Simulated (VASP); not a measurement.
# BaHf2Ag2 (P1) in VASP: single point with r2SCAN

Aim: the single point of BaHf2Ag2 with r2SCAN.

Program: VASP 6.6.1. These are calculated values, not measurements. Logs are shortened: lines on timing, memory, paths and dates and some standing lists are left out, and cuts for length are marked.

## Step 1: The cell of the first run

The typed cell holds 5 atoms: a = 4.635 Å, b = 4.638 Å, c = 6.293 Å, α = 67.87°, β = 67.79°, γ = 90.36°.

## Step 2: Single point, r2SCAN

Contents of POSCAR:

```
BaHf2Ag2
1.0
   -0.0144697200      4.6349442400     -0.0323144900
    4.6376107300     -0.0144697200     -0.0284432600
    2.3451289300      2.3483620600     -5.3465754800
Ba Ag Hf
1 2 2
Direct
    0.0103120000      0.0229850000      0.9899760000
    0.7276090000      0.2497280000      0.5191560000
    0.2686970000      0.7559470000      0.4752860000
    0.3389610000      0.3782040000      0.2519320000
    0.6276870000      0.6212630000      0.7397540000
```

Contents of INCAR.step1:

```
SYSTEM = BaHf2Ag2
  PREC = Accurate
  ENCUT = 520
  ISMEAR = -1
  SIGMA = 0.1
  LREAL = .False.
  LASPH = .True.
  NELM = 100
  NBANDS = 34
  GGA = PE
  ALGO = Normal
  EDIFF = 1E-4
  LWAVE = .True.
  LCHARG = .False.
```

Contents of INCAR.step2:

```
SYSTEM = BaHf2Ag2
  PREC = Accurate
  ENCUT = 520
  EDIFF = 1E-7
  ISMEAR = -1
  SIGMA = 0.1
  LREAL = .False.
  LASPH = .True.
  NELM = 100
  ALGO = Normal
  ISIF = 2
  LWAVE = .False.
  LCHARG = .False.
  METAGGA = R2SCAN
  LMIXTAU = .True.
  NBANDS = 34
  ISTART = 1
```

Contents of KPOINTS:

```
Automatic mesh
0
Gamma
  4 4 4
  0.5 0 0.5
```

Potentials or basis: VASP PAW PBE potentials, release 64 (Ba_sv, Ag, Hf_pv).

Command:

```console
> cat potpaw_PBE.64/Ba_sv/POTCAR potpaw_PBE.64/Ag/POTCAR potpaw_PBE.64/Hf_pv/POTCAR > POTCAR
> cp INCAR.step1 INCAR
> mpirun -np 1 vasp_std > vasp.out
> cp INCAR.step2 INCAR
> mpirun -np 1 vasp_std > vasp.out
```

OUTCAR:

```text
SYSTEM = BaHf2Ag2
   PREC = Accurate
   ENCUT = 520
   EDIFF = 1E-7
   ISMEAR = -1
   LREAL = .False.
   LASPH = .True.
   NELM = 100
   ISIF = 2
   METAGGA = R2SCAN
   ISTART = 1

 ion  position               nearest neighbor table
   1  0.010  0.023  0.990-   2 3.33   5 3.40   4 3.42   3 3.44   3 3.49   5 3.49   2 3.49   4 3.50
                             3 3.50   5 3.61   2 3.64   2 3.65   4 3.65   5 3.66   3 3.68   4 3.69
   2  0.728  0.250  0.519-   5 2.54   4 2.61   5 2.66   4 2.82   3 3.18   3 3.27   3 3.29   1 3.33
                             3 3.41   1 3.49   1 3.64   1 3.65
   3  0.269  0.756  0.475-   4 2.58   4 2.65   5 2.69   5 2.73   2 3.18   2 3.27   2 3.29   2 3.41
                             1 3.44   1 3.49   1 3.50   1 3.68
   4  0.339  0.378  0.252-   3 2.58   2 2.61   3 2.65   5 2.73   2 2.82   1 3.42   1 3.50   1 3.65
                             1 3.69   1 3.93
   5  0.628  0.621  0.740-   2 2.54   2 2.66   3 2.69   4 2.73   3 2.73   1 3.40   1 3.49   1 3.61
                             1 3.66   1 3.99

  LATTYP: Found a triclinic cell.
 ALAT       =     4.6350794715
 B/A-ratio  =     1.4189942637
 C/A-ratio  =     1.3576632799
 COS(alpha) =     0.0007121838
 COS(beta)  =     0.3779268728
 COS(gamma) =     0.7090954676

  Lattice vectors:

 A1 = (   0.0144697200,  -4.6349442400,   0.0323144900)
 A2 = (   4.6520804500,  -4.6494139600,   0.0038712300)
 A3 = (  -2.3451289300,  -2.3483620600,   5.3465754800)

Analysis of symmetry for initial positions (statically):
=====================================================================
 Subroutine PRICEL returns:
 Original cell was already a primitive cell.

 Routine SETGRP: Setting up the symmetry group for a
 triclinic supercell.

 Subroutine GETGRP returns: Found  1 space group operations
 (whereof  1 operations were pure point group operations)
 out of a pool of  2 trial point group operations.

The static configuration has the point symmetry C_1 .

Analysis of symmetry for dynamics (positions and initial velocities):
=====================================================================
 Subroutine PRICEL returns:
 Original cell was already a primitive cell.

 Routine SETGRP: Setting up the symmetry group for a
 triclinic supercell.

 Subroutine GETGRP returns: Found  1 space group operations
 (whereof  1 operations were pure point group operations)
 out of a pool of  2 trial point group operations.

The dynamic configuration has the point symmetry C_1 .

 Subroutine INISYM returns: Found  1 space group operations
 (whereof  1 operations are pure point group operations),
 and found     1 'primitive' translations

----------------------------------------------------------------------------------------

                                     Primitive cell

  volume of cell :     114.2607

  direct lattice vectors                    reciprocal lattice vectors
    -0.014469720  4.634944240 -0.032314490     0.001261663  0.216422866  0.095612231
     4.637610730 -0.014469720 -0.028443260     0.216217725  0.001340313  0.095426686
     2.345128930  2.348362060 -5.346575480    -0.001157883 -0.001315182 -0.188121146

  length of vectors
     4.635079471  4.637720526  6.292877198     0.236605468  0.236343296  0.188129307

  position of ions in fractional coordinates (direct lattice)
     0.010312000  0.022985000  0.989976000
     0.727609000  0.249728000  0.519156000
     0.268697000  0.755947000  0.475286000
     0.338961000  0.378204000  0.251932000
     0.627687000  0.621263000  0.739754000

  ion indices of the primitive-cell ions
   primitive index   ion index
                 1           1
                 2           2
                 3           3
                 4           4
                 5           5

----------------------------------------------------------------------------------------

 KPOINTS: Automatic mesh

Automatic generation of k-mesh.
 Grid dimensions read from file:
 generate k-points for:    4    4    4

 Generating k-lattice:

  Cartesian coordinates                     Fractional coordinates (reciprocal lattice)
     0.000315416  0.054105717  0.023903058     0.250000000 -0.000000000  0.000000000
     0.054054431  0.000335078  0.023856672     0.000000000  0.250000000  0.000000000
    -0.000289471 -0.000328795 -0.047030287     0.000000000  0.000000000  0.250000000

  Length of vectors
     0.059151367  0.059085824  0.047032327

  Shift w.r.t. Gamma in fractional coordinates (k-lattice)
     0.500000000  0.000000000  0.500000000

 Subroutine IBZKPT returns following result:
 ===========================================

 Found     32 irreducible k-points:

 Following reciprocal coordinates:
            Coordinates               Weight
  0.125000  0.000000  0.125000      2.000000
  0.375000 -0.000000  0.125000      2.000000
 -0.375000 -0.000000  0.125000      2.000000
 -0.125000  0.000000  0.125000      2.000000
  0.125000  0.250000  0.125000      2.000000
  0.375000  0.250000  0.125000      2.000000
[... 16 lines left out ...]
 -0.375000  0.250000  0.375000      2.000000
 -0.125000  0.250000  0.375000      2.000000
 [... further k-points ...]
   k-points           NKPTS =     32   k-points in BZ     NKDIM =     32   number of bands    NBANDS=     34
   number of dos      NEDOS =    301   number of ions     NIONS =      5
   total plane-waves  NPLWV =  62208
   dimension x,y,z NGX =    36 NGY =   36 NGZ =   48
   dimension x,y,z NGXF=    72 NGYF=   72 NGZF=   96
   ions per type =               1   2   2
   NGX,Y,Z   is equivalent  to a cutoff of  12.91, 12.90, 12.68 a.u.
   NGXF,Y,Z  is equivalent  to a cutoff of  25.82, 25.81, 25.36 a.u.
 SYSTEM =  BaHf2Ag2
   PREC   = accura    normal or accurate (medium, high low for compatibility)
   ISTART =      1    job   : 0-new  1-cont  2-samecut
   ICHARG =      0    charge: 1-file 2-atom 10-const
   ISPIN  =      1    spin polarized calculation?
   LNONCOLLINEAR =      F non collinear calculations
   LSORBIT =      F    spin-orbit coupling
   LASPH  =      T    aspherical Exc in radial PAW
   ENCUT  =  520.0 eV  38.22 Ry    6.18 a.u.   8.62  8.62 11.70*2*pi/ulx,y,z
   NELM   =    100;   NELMIN=  2; NELMDL=  0     # of ELM steps
   EDIFF  = 0.1E-06   stopping-criterion for ELM
   LREAL  =      F    real-space projection
   EDIFFG = 0.1E-05   stopping-criterion for IOM
   NSW    =      0    number of steps for IOM
   IBRION =     -1    ionic relax: 0-MD 1-quasi-New 2-CG
   NFREE  =      0    steps in history (QN), initial steepest desc. (CG)
   ISIF   =      2    stress and relaxation
   ISYM   =      2    0-nonsym 1-usesym 2-fastsym
   POTIM  = 0.5000    time-step for ionic-motion
   TEBEG  =    0.0;   TEEND  =   0.0 temperature during run
   PSTRESS=    0.0 pullay stress
   NELECT =      52.0000    total number of electrons
   NUPDOWN=      -1.0000    fix difference up-down
   EMIN   =  10.00;   EMAX   =-10.00  energy-range for DOS
   EFERMI =   0.00;   METHOD = LEGACY
   ISMEAR =    -1;   SIGMA  =   0.10  broadening in eV -4-tet -1-fermi 0-gaus
   EFERMI_NEDOS =   21; number of points for ismear=-14 and -15
   IALGO  =     38    algorithm
   IMIX   =      4    mixing-type and parameters
     AMIX     =   0.40;   BMIX     =  1.00
     AMIX_MAG =   1.60;   BMIX_MAG =  1.00
  volume/ion in A,a.u.               =      22.85       154.21
  Fermi-wavevector in a.u.,A,eV,Ry     =   1.259245  2.379628 21.574736  1.585698
  Thomas-Fermi vector in A             =   2.392815
   LORBIT       =      0    0 simple, 1 ext, 2 COOP (PROOUT), +10 PAW based schemes
   METAGGA = R2SCAN    functional components
   LHFCALC =     F    Hartree Fock is set to
   AEXX    =    0.0000 exact exchange contribution
   IVDW    =     0    specifies the selected vdW correction
   LEPSILON=     F    determine dielectric tensor
   LRPA    =     F    only Hartree local field effects (RPA)
 non-spin polarized calculation
  energy-cutoff  :      520.00
  volume of cell :      114.26
 maximum number of plane-waves:      3094
 NGX is ok and might be reduce to    36
   NGX = 17   NGY = 17   NGZ = 23

 number of electron      52.0000000 magnetization

 Free energy of the ion-electron system (eV)
  ---------------------------------------------------
  ext. energy  EPLUGINS =         0.00000000
  ---------------------------------------------------
  free energy    TOTEN  =      -155.71146878 eV

  energy without entropy =     -155.53195540  energy(sigma->0) =     -155.62171209

 E-fermi :   5.7357     XC(G=0): -11.7084

 val. band max:        5.7348293494   @ k =   0.3750   0.5000   0.1250
 cond. band min:       5.7383086809   @ k =  -0.3750  -0.0000   0.1250
 fundamental gap:      0.0034793315
 Fermi energy:         5.7356671680

 k-point     1 :       0.1250    0.0000    0.1250
  band No.  band energies     occupation
      1     -26.5245      2.00000
      2     -26.4286      2.00000
      3     -26.4141      2.00000
      4     -26.3322      2.00000
      5     -26.3163      2.00000
      6     -25.7071      2.00000
[... 26 lines left out ...]
     33       9.7782      0.00000
     34       9.9415      0.00000

 k-point     2 :       0.3750   -0.0000    0.1250
  band No.  band energies     occupation
      1     -26.5168      2.00000
      2     -26.4350      2.00000
      3     -26.4192      2.00000
      4     -26.3320      2.00000
      5     -26.3169      2.00000
      6     -25.7111      2.00000
[... 26 lines left out ...]
     33       8.7629      0.00000
     34      10.1967      0.00000

 k-point     3 :      -0.3750   -0.0000    0.1250
  band No.  band energies     occupation
      1     -26.5109      2.00000
      2     -26.4373      2.00000
      3     -26.4221      2.00000
      4     -26.3296      2.00000
      5     -26.3145      2.00000
      6     -25.7175      2.00000
[... 26 lines left out ...]
     33       9.0413      0.00000
     34       9.4884      0.00000

 k-point     4 :      -0.1250    0.0000    0.1250
  band No.  band energies     occupation
      1     -26.5191      2.00000
      2     -26.4308      2.00000
      3     -26.4167      2.00000
      4     -26.3296      2.00000
      5     -26.3141      2.00000
      6     -25.7134      2.00000
[... 26 lines left out ...]
     33       9.3734      0.00000
     34       9.5610      0.00000

 k-point     5 :       0.1250    0.2500    0.1250
  band No.  band energies     occupation
      1     -26.5198      2.00000
      2     -26.4369      2.00000
      3     -26.4150      2.00000
      4     -26.3325      2.00000
      5     -26.3185      2.00000
      6     -25.7070      2.00000
[... 621 lines left out ...]
 k-point    22 :       0.3750    0.2500    0.3750
  band No.  band energies     occupation
      1     -26.5156      2.00000
      2     -26.4424      2.00000
      3     -26.4164      2.00000
      4     -26.3306      2.00000
      5     -26.3235      2.00000
      6     -25.7071      2.00000
[... 26 lines left out ...]
     33       8.9212      0.00000
     34       9.3754      0.00000

 k-point    23 :      -0.3750    0.2500    0.3750
  band No.  band energies     occupation
      1     -26.5097      2.00000
      2     -26.4439      2.00000
      3     -26.4198      2.00000
      4     -26.3277      2.00000
      5     -26.3220      2.00000
      6     -25.7133      2.00000
[... 26 lines left out ...]
     33       8.9088      0.00000
     34       9.6360      0.00000

 k-point    24 :      -0.1250    0.2500    0.3750
  band No.  band energies     occupation
      1     -26.5110      2.00000
      2     -26.4370      2.00000
      3     -26.4210      2.00000
      4     -26.3319      2.00000
      5     -26.3142      2.00000
      6     -25.7160      2.00000
[... 26 lines left out ...]
     33       9.3324      0.00000
     34       9.5603      0.00000

 [... further k-points ...]
[... 5 lines left out ...]
  --------------------------------------------------------------------------------------
  -------------------------------------------------------------------------------------
  Total       12.9869326     10.1036359     12.6624704      0.0891785      0.7512910     -1.2065790
  in kB      182.1043035    141.6743765    177.5546555      1.2504720     10.5346911    -16.9187927
  external PRESSURE =     167.1111118 kB  Pullay stress =       0.0000000 kB

 VOLUME and BASIS-vectors are now :
 -----------------------------------------------------------------------------
  energy-cutoff  :      520.00
  volume of cell :      114.26
      direct lattice vectors                 reciprocal lattice vectors
    -0.014469720  4.634944240 -0.032314490     0.001261663  0.216422866  0.095612231
     4.637610730 -0.014469720 -0.028443260     0.216217725  0.001340313  0.095426686
     2.345128930  2.348362060 -5.346575480    -0.001157883 -0.001315182 -0.188121146

 POSITION                                       TOTAL-FORCE (eV/Angst)
 -----------------------------------------------------------------------------------
      2.42807      2.37229     -5.29397        -0.382639     -0.487886     -0.193086
      2.36510      4.58798     -2.80632        -0.736575     -0.850242      0.619997
      4.61651      2.35060     -2.57134         0.400383      0.135266     -0.366024
      2.33987      2.15722     -1.36868        -0.196276      0.672519     -0.602424
      4.60691      4.63751     -3.99310         0.915107      0.530343      0.541538
 -----------------------------------------------------------------------------------
    total drift:                                0.000512      0.000404     -0.000019

  FREE ENERGIE OF THE ION-ELECTRON SYSTEM (eV)
  ---------------------------------------------------
  free  energy   TOTEN  =      -155.7114687820 eV

  energy  without entropy=     -155.5319554017  energy(sigma->0) =     -155.62171209
```

Wall time 5.6 min (1 thread of Intel Xeon Platinum 8488C (Sapphire Rapids), shared host); peak memory 0.33 GiB.

What came out:

- Free energy: -155.7115 eV
- Pressure: 16.7 GPa
- Largest force: 1.284 eV/Å
- Band gap on the k mesh: zero (bands 26 and 27 overlap by 0.19 eV)

Forces in eV/Å, atoms in the order of the input:
```
Ba  -0.383 -0.488 -0.193
Ag  -0.737 -0.850  0.620
Ag   0.400  0.135 -0.366
Hf  -0.196  0.673 -0.602
Hf   0.915  0.530  0.542
```

Stress tensor (GPa, compression positive):
```
18.21  0.13 -1.69
 0.13 14.17  1.05
-1.69  1.05 17.76
```

Levels at points of the mesh, in eV from the Fermi level:
| k point | band 23 | band 24 | band 25 | band 26 | band 27 | band 28 | band 29 | band 30 |
| --- | --- | --- | --- | --- | --- | --- | --- | --- |
| (0.12, 0.00, 0.12) | -1.46 | -0.86 | -0.61 | -0.58 | -0.07 | 0.22 | 0.52 | 1.16 |

Caveat: the k points lie up to 0.37 Å⁻¹ apart; the PAW data sets were made with another functional, which shifts forces and pressure a little; spin-orbit coupling is left out, which moves the levels of the heavy elements.
